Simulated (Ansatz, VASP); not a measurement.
# CuI: VASP beside Ansatz

```
I Cu
1.0
     0.00000    2.91822    2.91822
     2.91822    0.00000    2.91822
     2.91822    2.91822    0.00000
I Cu
1 1
Direct
  0.50000 0.50000 0.50000
  0.00000 0.00000 0.00000
```

Alike in both runs: task single point; functional PBE; k mesh 8 × 8 × 8; occupations fermi-dirac, width 0.05 eV; no spin polarisation.

|  | VASP | Ansatz |
| --- | --- | --- |
| version | VASP 6.6.1 | Ansatz 0.2.0 |
| potentials or method | VASP PAW PBE potentials, release 64 (I, Cu) | Ansatz PAW |
| plane-wave cutoff (eV) | 520 | 420 |
| valence electrons in the cell | 18 | 36 |

|  | VASP | Ansatz | Ansatz less VASP |
| --- | --- | --- | --- |
| gap on the k mesh at the Fermi level (eV) | none | none | - |
| pressure (GPa) | -1.9 | -2.0 | -0.10 |

A gap of «none» marks a metal or a gap that the smearing closes. VASP's potentials hold 18 valence electrons a cell and Ansatz's 36, so a difference there can come from the potentials and not from the codes.

Spin-orbit coupling is off throughout.
